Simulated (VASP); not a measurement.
# Si3C (P-4m2) in VASP: a series of runs

Aim: see how the results for Si3C move with the level of theory and the settings. Levels: PBE, r2SCAN. Tasks: single point.

Everything below comes from runs of VASP 6.6.1. Logs are shortened: lines on timing, memory, paths and dates and some standing lists are left out, and cuts for length are marked.

## Step 1: The cell of the first run

Symmetry: P-4m2, No. 115, tetragonal system. The conventional cell has a = 3.432 Å, b = 3.432 Å, c = 5.000 Å, α = 90.00°, β = 90.00°, γ = 90.00°. Within 2.6 Å of C (site symmetry -4m2) lie 4 Si at 1.99 Å. Si (site symmetry 2mm) has 2 C at 1.99 Å and 2 Si at 2.27 Å within 2.6 Å. Si (site symmetry -4m2) has 4 Si at 2.27 Å within 3.0 Å.

## Step 2: Single point, PBE

INCAR reads:

```
SYSTEM = Si3C
  PREC = Accurate
  ENCUT = 520
  EDIFF = 1E-7
  ISMEAR = -1
  SIGMA = 0.02
  LREAL = .FALSE.
  LASPH = .TRUE.
  NELM = 60
  ALGO = Normal
  ISIF = 2
  LWAVE = .FALSE.
  LCHARG = .FALSE.
  GGA = PE
  NBANDS = 16
```

KPOINTS reads:

```
Automatic mesh
0
G
  8 8 6
  0 0 0
```

POSCAR reads:

```
Si3C
1.0
    3.4318101962      0.0000000000      0.0000000000
    0.0000000000      3.4318101962      0.0000000000
    0.0000000000      0.0000000000      5.0004336169
C Si
1 3
Direct
    0.0000000000      0.0000000000      0.0000000000
    0.0000000000      0.5000000000      0.2031984769
    0.5000000000      0.5000000000      0.5000000000
    0.5000000000      0.0000000000      0.7968015231
```

Potentials or basis: VASP PAW PBE potentials, release 64 (C, Si).

Command:

```console
> cat potpaw_PBE.64/C/POTCAR potpaw_PBE.64/Si/POTCAR > POTCAR
> mpirun -np 1 vasp_std > vasp.out
```

OUTCAR:

```text
SYSTEM = Si3C
   PREC = Accurate
   ENCUT = 520
   EDIFF = 1E-7
   ISMEAR = -1
   LREAL = .FALSE.
   LASPH = .TRUE.
   NELM = 60
   ISIF = 2
   GGA = PE

 ion  position               nearest neighbor table
   1  0.000  0.000  0.000-   2 1.99   4 1.99   2 1.99   4 1.99
   2  0.000  0.500  0.203-   1 1.99   1 1.99   3 2.27   3 2.27
   3  0.500  0.500  0.500-   2 2.27   4 2.27   4 2.27   2 2.27
   4  0.500  0.000  0.797-   1 1.99   1 1.99   3 2.27   3 2.27

  LATTYP: Found a simple tetragonal cell.
 ALAT       =     3.4318101962
 C/A-ratio  =     1.4570833849

  Lattice vectors:

 A1 = (   3.4318101962,   0.0000000000,   0.0000000000)
 A2 = (   0.0000000000,   3.4318101962,   0.0000000000)
 A3 = (   0.0000000000,   0.0000000000,   5.0004336169)

Analysis of symmetry for initial positions (statically):
=====================================================================
 Subroutine PRICEL returns:
 Original cell was already a primitive cell.

 Routine SETGRP: Setting up the symmetry group for a
 simple tetragonal supercell.

 Subroutine GETGRP returns: Found  8 space group operations
 (whereof  8 operations were pure point group operations)
 out of a pool of 16 trial point group operations.

The static configuration has the point symmetry D_2d.

Analysis of symmetry for dynamics (positions and initial velocities):
=====================================================================
 Subroutine PRICEL returns:
 Original cell was already a primitive cell.

 Routine SETGRP: Setting up the symmetry group for a
 simple tetragonal supercell.

 Subroutine GETGRP returns: Found  8 space group operations
 (whereof  8 operations were pure point group operations)
 out of a pool of 16 trial point group operations.

The dynamic configuration has the point symmetry D_2d.

 Subroutine INISYM returns: Found  8 space group operations
 (whereof  8 operations are pure point group operations),
 and found     1 'primitive' translations

----------------------------------------------------------------------------------------

                                     Primitive cell

  volume of cell :      58.8917

  direct lattice vectors                    reciprocal lattice vectors
     3.431810196  0.000000000  0.000000000     0.291391407  0.000000000  0.000000000
     0.000000000  3.431810196  0.000000000     0.000000000  0.291391407  0.000000000
     0.000000000  0.000000000  5.000433617     0.000000000  0.000000000  0.199982657

  length of vectors
     3.431810196  3.431810196  5.000433617     0.291391407  0.291391407  0.199982657

  position of ions in fractional coordinates (direct lattice)
     0.000000000  0.000000000  0.000000000
     0.000000000  0.500000000  0.203198477
     0.500000000  0.500000000  0.500000000
     0.500000000  0.000000000  0.796801523

  ion indices of the primitive-cell ions
   primitive index   ion index
                 1           1
                 2           2
                 3           3
                 4           4

----------------------------------------------------------------------------------------

 KPOINTS: Automatic mesh

Automatic generation of k-mesh.
 Grid dimensions read from file:
 generate k-points for:    8    8    6

 Generating k-lattice:

  Cartesian coordinates                     Fractional coordinates (reciprocal lattice)
     0.036423926  0.000000000  0.000000000     0.125000000  0.000000000  0.000000000
     0.000000000  0.036423926  0.000000000     0.000000000  0.125000000  0.000000000
     0.000000000  0.000000000  0.033330443     0.000000000  0.000000000  0.166666667

  Length of vectors
     0.036423926  0.036423926  0.033330443

  Shift w.r.t. Gamma in fractional coordinates (k-lattice)
     0.000000000  0.000000000  0.000000000

 Subroutine IBZKPT returns following result:
 ===========================================

 Found     60 irreducible k-points:

 Following reciprocal coordinates:
            Coordinates               Weight
  0.000000  0.000000  0.000000      1.000000
  0.125000  0.000000  0.000000      4.000000
  0.250000  0.000000  0.000000      4.000000
  0.375000  0.000000  0.000000      4.000000
  0.500000  0.000000  0.000000      2.000000
  0.125000  0.125000  0.000000      4.000000
[... 16 lines left out ...]
  0.375000  0.125000  0.166667     16.000000
  0.500000  0.125000  0.166667      8.000000
 [... further k-points ...]
   k-points           NKPTS =     60   k-points in BZ     NKDIM =     60   number of bands    NBANDS=     16
   number of dos      NEDOS =    301   number of ions     NIONS =      4
   total plane-waves  NPLWV =  31360
   dimension x,y,z NGX =    28 NGY =   28 NGZ =   40
   dimension x,y,z NGXF=    56 NGYF=   56 NGZF=   80
   ions per type =               1   3
   NGX,Y,Z   is equivalent  to a cutoff of  13.56, 13.56, 13.30 a.u.
   NGXF,Y,Z  is equivalent  to a cutoff of  27.13, 27.13, 26.60 a.u.
 SYSTEM =  Si3C
   PREC   = accura    normal or accurate (medium, high low for compatibility)
   ISTART =      0    job   : 0-new  1-cont  2-samecut
   ICHARG =      2    charge: 1-file 2-atom 10-const
   ISPIN  =      1    spin polarized calculation?
   LNONCOLLINEAR =      F non collinear calculations
   LSORBIT =      F    spin-orbit coupling
   LASPH  =      T    aspherical Exc in radial PAW
   ENCUT  =  520.0 eV  38.22 Ry    6.18 a.u.   6.38  6.38  9.30*2*pi/ulx,y,z
   NELM   =     60;   NELMIN=  2; NELMDL= -5     # of ELM steps
   EDIFF  = 0.1E-06   stopping-criterion for ELM
   LREAL  =      F    real-space projection
   EDIFFG = 0.1E-05   stopping-criterion for IOM
   NSW    =      0    number of steps for IOM
   IBRION =     -1    ionic relax: 0-MD 1-quasi-New 2-CG
   NFREE  =      0    steps in history (QN), initial steepest desc. (CG)
   ISIF   =      2    stress and relaxation
   ISYM   =      2    0-nonsym 1-usesym 2-fastsym
   POTIM  = 0.5000    time-step for ionic-motion
   TEBEG  =    0.0;   TEEND  =   0.0 temperature during run
   PSTRESS=    0.0 pullay stress
   NELECT =      16.0000    total number of electrons
   NUPDOWN=      -1.0000    fix difference up-down
   EMIN   =  10.00;   EMAX   =-10.00  energy-range for DOS
   EFERMI =   0.00;   METHOD = LEGACY
   ISMEAR =    -1;   SIGMA  =   0.02  broadening in eV -4-tet -1-fermi 0-gaus
   EFERMI_NEDOS =   21; number of points for ismear=-14 and -15
   IALGO  =     38    algorithm
   IMIX   =      4    mixing-type and parameters
     AMIX     =   0.40;   BMIX     =  1.00
     AMIX_MAG =   1.60;   BMIX_MAG =  1.00
  volume/ion in A,a.u.               =      14.72        99.36
  Fermi-wavevector in a.u.,A,eV,Ry     =   1.060303  2.003683 15.296255  1.124243
  Thomas-Fermi vector in A             =   2.195679
   LORBIT       =      0    0 simple, 1 ext, 2 COOP (PROOUT), +10 PAW based schemes
   GGA     = PE    functional components
   LHFCALC =     F    Hartree Fock is set to
   AEXX    =    0.0000 exact exchange contribution
   IVDW    =     0    specifies the selected vdW correction
   LEPSILON=     F    determine dielectric tensor
   LRPA    =     F    only Hartree local field effects (RPA)
 non-spin polarized calculation
  energy-cutoff  :      520.00
  volume of cell :       58.89
 maximum number of plane-waves:      1604
 NGX is ok and might be reduce to    28
   NGX = 13   NGY = 13   NGZ = 19

 number of electron      16.0000000 magnetization

 Free energy of the ion-electron system (eV)
  ---------------------------------------------------
  ext. energy  EPLUGINS =         0.00000000
  ---------------------------------------------------
  free energy    TOTEN  =       -24.39101842 eV

  energy without entropy =      -24.39061326  energy(sigma->0) =      -24.39081584

 E-fermi :   7.7260     XC(G=0): -10.3091

 val. band max:        7.6305936740   @ k =   0.5000   0.0000   0.5000
 cond. band min:       7.7290330201   @ k =   0.2500   0.0000   0.0000
 fundamental gap:      0.0984393461
 Fermi energy:         7.7259937990

 k-point     1 :       0.0000    0.0000    0.0000
  band No.  band energies     occupation
      1      -7.0241      2.00000
      2      -1.9865      2.00000
      3      -0.9107      2.00000
      4       3.3086      2.00000
      5       3.3086      2.00000
      6       6.8418      2.00000
[... 8 lines left out ...]
     15      16.1397      0.00000
     16      17.6183      0.00000

 k-point     2 :       0.1250    0.0000    0.0000
  band No.  band energies     occupation
      1      -6.8693      2.00000
      2      -1.9445      2.00000
      3      -0.8127      2.00000
      4       2.5296      2.00000
      5       3.4109      2.00000
      6       6.4097      2.00000
[... 8 lines left out ...]
     15      16.0739      0.00000
     16      16.3175      0.00000

 k-point     3 :       0.2500    0.0000    0.0000
  band No.  band energies     occupation
      1      -6.4217      2.00000
      2      -2.0845      2.00000
      3      -0.4904      2.00000
      4       1.6319      2.00000
      5       3.6867      2.00000
      6       4.7820      2.00000
[... 8 lines left out ...]
     15      15.2317      0.00000
     16      16.3953      0.00000

 k-point     4 :       0.3750    0.0000    0.0000
  band No.  band energies     occupation
      1      -5.7669      2.00000
      2      -2.7972      2.00000
      3       0.1964      2.00000
      4       1.6371      2.00000
      5       3.1224      2.00000
      6       3.9989      2.00000
[... 8 lines left out ...]
     15      14.8925      0.00000
     16      15.8800      0.00000
[... 324 lines left out ...]
 k-point    22 :       0.2500    0.1250    0.1667
  band No.  band energies     occupation
      1      -6.1906      2.00000
      2      -2.4014      2.00000
      3      -0.2189      2.00000
      4       2.0025      2.00000
      5       3.1330      2.00000
      6       4.0714      2.00000
[... 8 lines left out ...]
     15      14.5261      0.00000
     16      16.4374      0.00000

 k-point    23 :       0.3750    0.1250    0.1667
  band No.  band energies     occupation
      1      -5.5624      2.00000
      2      -2.6366      2.00000
      3      -0.2483      2.00000
      4       1.7305      2.00000
      5       2.9228      2.00000
      6       3.6214      2.00000
[... 8 lines left out ...]
     15      15.2764      0.00000
     16      15.6067      0.00000

 k-point    24 :       0.5000    0.1250    0.1667
  band No.  band energies     occupation
      1      -5.1535      2.00000
      2      -3.0552      2.00000
      3       0.5490      2.00000
      4       0.6708      2.00000
      5       3.3068      2.00000
      6       3.6998      2.00000
[... 8 lines left out ...]
     15      14.9719      0.00000
     16      15.1322      0.00000

 [... further k-points ...]
[... 5 lines left out ...]
  --------------------------------------------------------------------------------------
  -------------------------------------------------------------------------------------
  Total        0.5419798      0.5419798      0.6610686      0.0000000      0.0000000      0.0000000
  in kB       14.7448195     14.7448195     17.9846896      0.0000000      0.0000000      0.0000000
  external PRESSURE =      15.8247762 kB  Pullay stress =       0.0000000 kB

 VOLUME and BASIS-vectors are now :
 -----------------------------------------------------------------------------
  energy-cutoff  :      520.00
  volume of cell :       58.89
      direct lattice vectors                 reciprocal lattice vectors
     3.431810196  0.000000000  0.000000000     0.291391407  0.000000000  0.000000000
     0.000000000  3.431810196  0.000000000     0.000000000  0.291391407  0.000000000
     0.000000000  0.000000000  5.000433617     0.000000000  0.000000000  0.199982657

 POSITION                                       TOTAL-FORCE (eV/Angst)
 -----------------------------------------------------------------------------------
      0.00000      0.00000      0.00000        -0.000000     -0.000000      0.000000
      0.00000      1.71591      1.01608        -0.000000     -0.000000     -0.155400
      1.71591      1.71591      2.50022        -0.000000      0.000000      0.000000
      1.71591      0.00000      3.98435         0.000000     -0.000000      0.155400
 -----------------------------------------------------------------------------------
    total drift:                               -0.000000      0.000000      0.000000

  FREE ENERGIE OF THE ION-ELECTRON SYSTEM (eV)
  ---------------------------------------------------
  free  energy   TOTEN  =       -24.3910184193 eV

  energy  without entropy=      -24.3906132593  energy(sigma->0) =      -24.39081584
```

Run time: 20 s. Hardware: 1 thread of Intel Xeon 6975P-C (Granite Rapids), shared host; peak memory 0.19 GiB.

Results:

```
Free energy            : -24.3910 eV
Pressure               : 1.6 GPa
Largest force          : 0.155 eV/Å
Band gap on the k mesh : zero (band 8 reaches 7.87 eV, above the bottom of band 9 at 7.40 eV)
```

Forces on the atoms (eV/Å):
```
C    0.000  0.000  0.000
Si   0.000  0.000 -0.155
Si   0.000  0.000  0.000
Si   0.000  0.000  0.155
```

Stress tensor (GPa, compression positive):
```
1.47 0.00 0.00
0.00 1.47 0.00
0.00 0.00 1.80
```

(Continued in part 2 of 2.)
